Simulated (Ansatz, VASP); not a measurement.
## Hf in VASP and in Ansatz

The input INCAR:

```
SYSTEM = Hf
ALGO     = Normal         ! electronic algorithm
EDIFF    = 1E-6           ! SCF threshold, eV
ENCUT    = 520            ! plane-wave cutoff, eV
GGA      = PE             ! functional
ISIF     = 2              ! what is computed and relaxed
ISMEAR   = -1             ! smearing method
LASPH    = .True.         ! aspherical terms in the spheres
LCHARG   = .False.        ! write CHGCAR
LREAL    = .False.        ! projectors in reciprocal space
LWAVE    = .False.        ! write WAVECAR
NBANDS   = 17             ! bands
NELM     = 80             ! most SCF steps
PREC     = Accurate       ! precision mode
SIGMA    = 0.1            ! smearing width, eV
```

KPOINTS

```
k-points
0
Gamma
  12 12 12
  0 0 0
```

POSCAR

```
Hf
1.0
    0.0000000000      2.6816317611      2.6816317611
    2.6816317611      0.0000000000      2.6816317611
    2.6816317611      2.6816317611      0.0000000000
Hf
2
Direct
   -0.1250000000     -0.1250000000     -0.1250000000
    0.1250000000      0.1250000000      0.1250000000
```

Input for Ansatz:

```yaml
crystal:
  lattice:
    - [0.0, 2.6816317611, 2.6816317611]
    - [2.6816317611, 0.0, 2.6816317611]
    - [2.6816317611, 2.6816317611, 0.0]
  atoms:
    - { symbol: Hf, position: [-0.125, -0.125, -0.125] }
    - { symbol: Hf, position: [0.125, 0.125, 0.125] }
kpoints:
  mp_grid: { grid: [12, 12, 12] }
scf:
  occupations: { method: fermi_dirac, width: 0.1 }
hamiltonian:
  xc: pbe
  pseudopotentials: { kind: all_electron, lapw: { basis_error: 0.001 } }
output:
  forces: true
  stress: true
  eigenvalues: true
  populations: true
```

Change from the starting cell: volume scaled by 0.55, LAPW.

Alike in both runs: task single point; functional PBE; k mesh 12 × 12 × 12; occupations fermi-dirac, width 0.1 eV; no spin polarisation.

|  | VASP | Ansatz |
| --- | --- | --- |
| version | VASP 6.6.1 | Ansatz 0.2.0 |
| potentials or method | VASP PAW PBE potentials, release 64 (Hf_pv), cutoff 520 eV | all-electron LAPW, scalar-relativistic |

|  | VASP | Ansatz | Ansatz less VASP |
| --- | --- | --- | --- |
| pressure (GPa) | 54.1 | 55.9 | +1.75 |

Both programs put the cell under a high pressure, so it lies far from rest at this level. Ansatz ran all-electron here, and VASP with PAW potentials.

Spin-orbit coupling is off throughout.
